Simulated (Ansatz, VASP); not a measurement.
**Lu in VASP and in Ansatz**

```xyz
8
Lattice="6.3634 0.0000 0.0000 0.0000 6.3634 0.0000 0.0000 0.0000 6.3634" Properties=species:S:1:pos:R:3 pbc="T T T"
Lu    6.3634    0.0000    0.0000
Lu    3.1817    3.1817    3.1817
Lu    1.5909    6.3634    3.1817
Lu    4.7726    6.3634    3.1817
Lu    3.1817    1.5909    6.3634
Lu    3.1817    4.7726    0.0000
Lu    6.3634    3.1817    1.5909
Lu    0.0000    3.1817    4.7726
```

Alike in both runs: functional RPBE; k mesh 4 × 4 × 4; occupations fermi-dirac, width 0.1 eV; no spin polarisation.

Ansatz relaxed the structure, and its values are those at the end. VASP's run is a single point on that final structure, the one shown.

```csv
,VASP,Ansatz
version,VASP 6.6.1,Ansatz 0.2.0
potentials or method,"VASP PAW PBE potentials, release 64 (Lu), cutoff 600 eV","plane waves (420 eV) with PAW, scalar-relativistic"
valence electrons in the cell,200,200
```

|  | VASP | Ansatz | Ansatz less VASP |
| --- | --- | --- | --- |
| pressure (GPa) | 0.0 | 0.0 | -0.07 |

VASP's potentials were made for PBE, not for RPBE. The functional is the same, so the differences come from potentials, cutoffs and numerics.

Spin-orbit coupling is off throughout.
